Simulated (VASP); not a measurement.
# AlN in VASP: further runs

Runs on AlN. Level: HSE06. Tasks: single point.

Program: VASP 6.6.1. These are calculated values, not measurements. Logs are shortened: lines on timing, memory, paths and dates and some standing lists are left out, and cuts for length are marked.

**1. The cell of the first run**

The structure is cubic, space group Fm-3m (No. 225). The conventional cell has a = 4.038 Å, b = 4.038 Å, c = 4.038 Å, α = 90.00°, β = 90.00°, γ = 90.00°. Within 2.7 Å of Al (site symmetry m-3m) lie 6 N at 2.02 Å. N (site symmetry m-3m) has 6 Al at 2.02 Å within 2.7 Å.

**2. Single point, HSE06**

Contents of POSCAR:

```
AlN
1.0
    0.0000000000      2.0188684454      2.0188684454
    2.0188684454      0.0000000000      2.0188684454
    2.0188684454      2.0188684454      0.0000000000
Al N
1 1
Direct
    0.0000000000      0.0000000000      0.0000000000
    0.5000000000      0.5000000000      0.5000000000
```

Contents of INCAR.step1:

```
PREC = Accurate
ENCUT = 520
EDIFF = 1E-5
ISMEAR = 0
SIGMA = 0.01
LREAL = False
LASPH = True
NELM = 100
ALGO = Normal
ISIF = 2
LWAVE = True
LCHARG = False
NBANDS = 11
GGA = PE
```

Contents of INCAR.step2:

```
PREC = Accurate
ENCUT = 520
EDIFF = 1E-6
ISMEAR = 0
SIGMA = 0.01
LREAL = False
LASPH = True
NELM = 100
ALGO = Normal
ISIF = 2
LWAVE = False
LCHARG = False
GGA = PE
LHFCALC = True
HFSCREEN = 0.2079
PRECFOCK = Normal
NBANDS = 11
ISTART = 1
```

Contents of KPOINTS:

```
Automatic mesh
0
Gamma
  8 8 8
```

Potentials or basis: VASP PAW PBE potentials, release 64 (Al, N).

Run with:

```console
$ cat potpaw_PBE.64/Al/POTCAR potpaw_PBE.64/N/POTCAR > POTCAR
$ cp INCAR.step1 INCAR
$ mpirun -np 1 vasp_std > vasp.out
$ cp INCAR.step2 INCAR
$ mpirun -np 1 vasp_std > vasp.out
```

OUTCAR:

```text
PREC = Accurate
   ENCUT = 520
   EDIFF = 1E-6
   ISMEAR = 0
   LREAL = False
   LASPH = True
   NELM = 100
   ISIF = 2
   GGA = PE
   LHFCALC = True
   HFSCREEN = 0.2079
   PRECFOCK = Normal
   ISTART = 1

 ion  position               nearest neighbor table
   1  0.000  0.000  0.000-   2 2.02   2 2.02   2 2.02   2 2.02   2 2.02   2 2.02
   2  0.500  0.500  0.500-   1 2.02   1 2.02   1 2.02   1 2.02   1 2.02   1 2.02

  LATTYP: Found a face centered cubic cell.
 ALAT       =     4.0377368908

  Lattice vectors:

 A1 = (   0.0000000000,   2.0188684454,   2.0188684454)
 A2 = (   2.0188684454,   0.0000000000,   2.0188684454)
 A3 = (   2.0188684454,   2.0188684454,   0.0000000000)

Analysis of symmetry for initial positions (statically):
=====================================================================
 Subroutine PRICEL returns:
 Original cell was already a primitive cell.

 Routine SETGRP: Setting up the symmetry group for a
 face centered cubic supercell.

 Subroutine GETGRP returns: Found 48 space group operations
 (whereof 48 operations were pure point group operations)
 out of a pool of 48 trial point group operations.

The static configuration has the point symmetry O_h .

Analysis of symmetry for dynamics (positions and initial velocities):
=====================================================================
 Subroutine PRICEL returns:
 Original cell was already a primitive cell.

 Routine SETGRP: Setting up the symmetry group for a
 face centered cubic supercell.

 Subroutine GETGRP returns: Found 48 space group operations
 (whereof 48 operations were pure point group operations)
 out of a pool of 48 trial point group operations.

The dynamic configuration has the point symmetry O_h .

 Subroutine INISYM returns: Found 48 space group operations
 (whereof 48 operations are pure point group operations),
 and found     1 'primitive' translations

----------------------------------------------------------------------------------------

                                     Primitive cell

  volume of cell :      16.4571

  direct lattice vectors                    reciprocal lattice vectors
     0.000000000  2.018868445  2.018868445    -0.247663488  0.247663488  0.247663488
     2.018868445  0.000000000  2.018868445     0.247663488 -0.247663488  0.247663488
     2.018868445  2.018868445  0.000000000     0.247663488  0.247663488 -0.247663488

  length of vectors
     2.855111136  2.855111136  2.855111136     0.428965744  0.428965744  0.428965744

  position of ions in fractional coordinates (direct lattice)
     0.000000000  0.000000000  0.000000000
     0.500000000  0.500000000  0.500000000

  ion indices of the primitive-cell ions
   primitive index   ion index
                 1           1
                 2           2

----------------------------------------------------------------------------------------

 KPOINTS: Automatic mesh

Automatic generation of k-mesh.
 Grid dimensions read from file:
 generate k-points for:    8    8    8

 Generating k-lattice:

  Cartesian coordinates                     Fractional coordinates (reciprocal lattice)
    -0.030957936  0.030957936  0.030957936     0.125000000  0.000000000  0.000000000
     0.030957936 -0.030957936  0.030957936     0.000000000  0.125000000  0.000000000
     0.030957936  0.030957936 -0.030957936     0.000000000  0.000000000  0.125000000

  Length of vectors
     0.053620718  0.053620718  0.053620718

  Shift w.r.t. Gamma in fractional coordinates (k-lattice)
     0.000000000  0.000000000  0.000000000

 Subroutine IBZKPT returns following result:
 ===========================================

 Found     29 irreducible k-points:

 Following reciprocal coordinates:
            Coordinates               Weight
  0.000000  0.000000  0.000000      1.000000
  0.125000  0.000000  0.000000      8.000000
  0.250000  0.000000  0.000000      8.000000
  0.375000  0.000000  0.000000      8.000000
  0.500000  0.000000  0.000000      4.000000
  0.125000  0.125000  0.000000      6.000000
[... 16 lines left out ...]
  0.500000  0.250000  0.125000     48.000000
 -0.375000  0.250000  0.125000     24.000000
 [... further k-points ...]
   k-points           NKPTS =     29   k-points in BZ     NKDIM =    512   number of bands    NBANDS=     11
   number of dos      NEDOS =    301   number of ions     NIONS =      2
   total plane-waves  NPLWV =  13824
   dimension x,y,z NGX =    24 NGY =   24 NGZ =   24
   dimension x,y,z NGXF=    48 NGYF=   48 NGZF=   48
   ions per type =               1   1
   NGX,Y,Z   is equivalent  to a cutoff of  13.97, 13.97, 13.97 a.u.
   NGXF,Y,Z  is equivalent  to a cutoff of  27.95, 27.95, 27.95 a.u.
 SYSTEM =  unknown system
   PREC   = accura    normal or accurate (medium, high low for compatibility)
   ISTART =      1    job   : 0-new  1-cont  2-samecut
   ICHARG =      0    charge: 1-file 2-atom 10-const
   ISPIN  =      1    spin polarized calculation?
   LNONCOLLINEAR =      F non collinear calculations
   LSORBIT =      F    spin-orbit coupling
   LASPH  =      T    aspherical Exc in radial PAW
   ENCUT  =  520.0 eV  38.22 Ry    6.18 a.u.   5.31  5.31  5.31*2*pi/ulx,y,z
   NELM   =    100;   NELMIN=  2; NELMDL=  0     # of ELM steps
   EDIFF  = 0.1E-05   stopping-criterion for ELM
   LREAL  =      F    real-space projection
   EDIFFG = 0.1E-04   stopping-criterion for IOM
   NSW    =      0    number of steps for IOM
   IBRION =     -1    ionic relax: 0-MD 1-quasi-New 2-CG
   NFREE  =      0    steps in history (QN), initial steepest desc. (CG)
   ISIF   =      2    stress and relaxation
   ISYM   =      3    0-nonsym 1-usesym 2-fastsym
   POTIM  = 0.5000    time-step for ionic-motion
   TEBEG  =    0.0;   TEEND  =   0.0 temperature during run
   PSTRESS=    0.0 pullay stress
   NELECT =       8.0000    total number of electrons
   NUPDOWN=      -1.0000    fix difference up-down
   EMIN   =  10.00;   EMAX   =-10.00  energy-range for DOS
   EFERMI =   0.00;   METHOD = LEGACY
   ISMEAR =     0;   SIGMA  =   0.01  broadening in eV -4-tet -1-fermi 0-gaus
   EFERMI_NEDOS =   21; number of points for ismear=-14 and -15
   IALGO  =     38    algorithm
   IMIX   =      1    mixing-type and parameters
     AMIX     =   0.40;   BMIX     =  1.00
     AMIX_MAG =   1.60;   BMIX_MAG =  1.00
  volume/ion in A,a.u.               =       8.23        55.53
  Fermi-wavevector in a.u.,A,eV,Ry     =   1.287222  2.432497 22.544046  1.656941
  Thomas-Fermi vector in A             =   2.419249
   LORBIT       =      0    0 simple, 1 ext, 2 COOP (PROOUT), +10 PAW based schemes
   GGA     = PE    functional components
   LHFCALC =     T    Hartree Fock is set to
   PRECFOCK=normal    Normal, Fast or Accurate (Low or Medium for compatibility)
   ENCUT4O =  -1.0   cutoff for four orbital integrals eV
   NKREDX  =     1    reduce k-point grid by
   NKREDY  =     1    reduce k-point grid by
   NKREDZ  =     1    reduce k-point grid by
   AEXX    =    0.2500 exact exchange contribution
   HFSCREEN=    0.2079 screening length (either q_TF or 0.3 A-1)
   HFSCREENC=   0.2079 screening length for correlation (either q_TF or 0.3 A-1)
   ENCUTFOCK=  -1.0 apply spherical cutoff to Coloumb kernel
   IVDW    =     0    specifies the selected vdW correction
   LEPSILON=     F    determine dielectric tensor
   LRPA    =     F    only Hartree local field effects (RPA)
 non-spin polarized calculation
 Gauss-broadening in eV      SIGMA  =   0.01
  energy-cutoff  :      520.00
  volume of cell :       16.46
 maximum number of plane-waves:       459
 NGX is ok and might be reduce to    24
  NGX = 16; NGY = 16; NGZ = 16

 number of electron       7.9999999 magnetization

 Free energy of the ion-electron system (eV)
  ---------------------------------------------------
  ext. energy  EPLUGINS =         0.00000000
  ---------------------------------------------------
  free energy    TOTEN  =       -17.13384866 eV

  energy without entropy =      -17.13384866  energy(sigma->0) =      -17.13384866

 E-fermi :   9.2332     XC(G=0): -10.0715

 val. band max:        9.1568863615   @ k =   0.0000   0.0000   0.0000
 cond. band min:      15.1708669846   @ k =   0.5000   0.5000   0.0000
 fundamental gap:      6.0139806231
 Fermi energy:         9.2332384988

 k-point     1 :       0.0000    0.0000    0.0000
  band No.  band energies     occupation
      1     -10.1032      2.00000
      2       9.1569      2.00000
      3       9.1569      2.00000
      4       9.1569      2.00000
      5      16.4185      0.00000
      6      22.9764      0.00000
      7      22.9764      0.00000
      8      22.9764      0.00000
      9      28.1723      0.00000
     10      28.8979      0.00000
     11      28.8979      0.00000

 k-point     2 :       0.1250    0.0000    0.0000
  band No.  band energies     occupation
      1      -9.7591      2.00000
      2       7.5544      2.00000
      3       8.9569      2.00000
      4       8.9569      2.00000
      5      17.3131      0.00000
      6      21.7926      0.00000
      7      23.4294      0.00000
      8      23.4294      0.00000
      9      26.9341      0.00000
     10      26.9341      0.00000
     11      29.3602      0.00000

 k-point     3 :       0.2500    0.0000    0.0000
  band No.  band energies     occupation
      1      -8.7814      2.00000
      2       4.4471      2.00000
      3       8.5205      2.00000
      4       8.5205      2.00000
      5      17.5776      0.00000
      6      22.1572      0.00000
      7      23.1797      0.00000
      8      23.1797      0.00000
      9      27.2646      0.00000
     10      27.2646      0.00000
     11      28.3567      0.00000

 k-point     4 :       0.3750    0.0000    0.0000
  band No.  band energies     occupation
      1      -7.4259      2.00000
      2       1.5089      2.00000
      3       8.1361      2.00000
      4       8.1361      2.00000
      5      16.9703      0.00000
      6      22.1767      0.00000
      7      22.1767      0.00000
      8      23.9372      0.00000
      9      27.4621      0.00000
     10      30.0308      0.00000
     11      30.0308      0.00000

 k-point     5 :       0.5000    0.0000    0.0000
  band No.  band energies     occupation
      1      -6.6116      2.00000
      2       0.1282      2.00000
      3       7.9890      2.00000
      4       7.9890      2.00000
      5      16.7179      0.00000
      6      21.7827      0.00000
      7      21.7827      0.00000
      8      24.7462      0.00000
      9      27.2157      0.00000
     10      32.0840      0.00000
     11      32.0840      0.00000
[... 211 lines left out ...]
 k-point    21 :       0.5000    0.5000    0.0000
  band No.  band energies     occupation
      1      -5.5527      2.00000
      2       1.1098      2.00000
      3       6.0932      2.00000
      4       6.0932      2.00000
      5      15.1709      0.00000
      6      15.7656      0.00000
      7      25.4496      0.00000
      8      28.7068      0.00000
      9      28.7068      0.00000
     10      34.5809      0.00000
     11      37.7502      0.00000

 k-point    22 :       0.3750    0.2500    0.1250
  band No.  band energies     occupation
      1      -7.9754      2.00000
      2       4.0318      2.00000
      3       6.3888      2.00000
      4       7.8815      2.00000
      5      19.5018      0.00000
      6      19.5481      0.00000
      7      21.1042      0.00000
      8      24.9662      0.00000
      9      26.2648      0.00000
     10      30.9016      0.00000
     11      32.8533      0.00000

 k-point    23 :       0.5000    0.2500    0.1250
  band No.  band energies     occupation
      1      -6.7623      2.00000
      2       2.1380      2.00000
      3       5.3922      2.00000
      4       7.3035      2.00000
      5      19.0922      0.00000
      6      19.9427      0.00000
      7      21.8051      0.00000
      8      24.3463      0.00000
      9      28.1846      0.00000
     10      31.4775      0.00000
     11      33.2922      0.00000

 k-point    24 :      -0.3750    0.2500    0.1250
  band No.  band energies     occupation
      1      -6.0746      2.00000
      2       1.0953      2.00000
      3       5.1509      2.00000
      4       7.0141      2.00000
      5      19.1718      0.00000
      6      19.3232      0.00000
      7      23.5093      0.00000
      8      23.7819      0.00000
      9      29.3388      0.00000
     10      30.3919      0.00000
     11      33.8005      0.00000

 [... further k-points ...]

------------------------ aborting loop because EDIFF is reached ----------------------------------------

  FORCE on cell =-STRESS in cart. coord.  units (eV):
  Direction    XX          YY          ZZ          XY          YZ          ZX
  --------------------------------------------------------------------------------------
  -------------------------------------------------------------------------------------
  Total       -0.1494828     -0.1494828     -0.1494828      0.0000000     -0.0000000      0.0000000
  in kB      -14.5528370    -14.5528370    -14.5528370      0.0000000     -0.0000000      0.0000000
  external PRESSURE =     -14.5528370 kB  Pullay stress =       0.0000000 kB

 VOLUME and BASIS-vectors are now :
 -----------------------------------------------------------------------------
  energy-cutoff  :      520.00
  volume of cell :       16.46
      direct lattice vectors                 reciprocal lattice vectors
     0.000000000  2.018868445  2.018868445    -0.247663488  0.247663488  0.247663488
     2.018868445  0.000000000  2.018868445     0.247663488 -0.247663488  0.247663488
     2.018868445  2.018868445  0.000000000     0.247663488  0.247663488 -0.247663488

 POSITION                                       TOTAL-FORCE (eV/Angst)
 -----------------------------------------------------------------------------------
      0.00000      0.00000      0.00000        -0.000000     -0.000000     -0.000000
      2.01887      2.01887      2.01887         0.000000      0.000000      0.000000
 -----------------------------------------------------------------------------------
    total drift:                               -0.000139     -0.000185     -0.000180

  FREE ENERGIE OF THE ION-ELECTRON SYSTEM (eV)
  ---------------------------------------------------
  free  energy   TOTEN  =       -17.1338486595 eV

  energy  without entropy=      -17.1338486595  energy(sigma->0) =      -17.13384866
```

Wall time 8.5 min (1 thread of Intel Xeon Platinum 8488C (Sapphire Rapids), shared host); peak memory 0.25 GiB.

Results:

| Item | Value |
| --- | --- |
| Free energy | -17.1338 eV |
| Pressure | -1.5 GPa |
| Band gap on the k mesh | 6.01 eV (least direct gap 7.26 eV) |

Caveat: the PAW data sets were made with another functional, which shifts forces and pressure a little. A k mesh can miss the band edges.

(Part 1 of 2 ends here.)
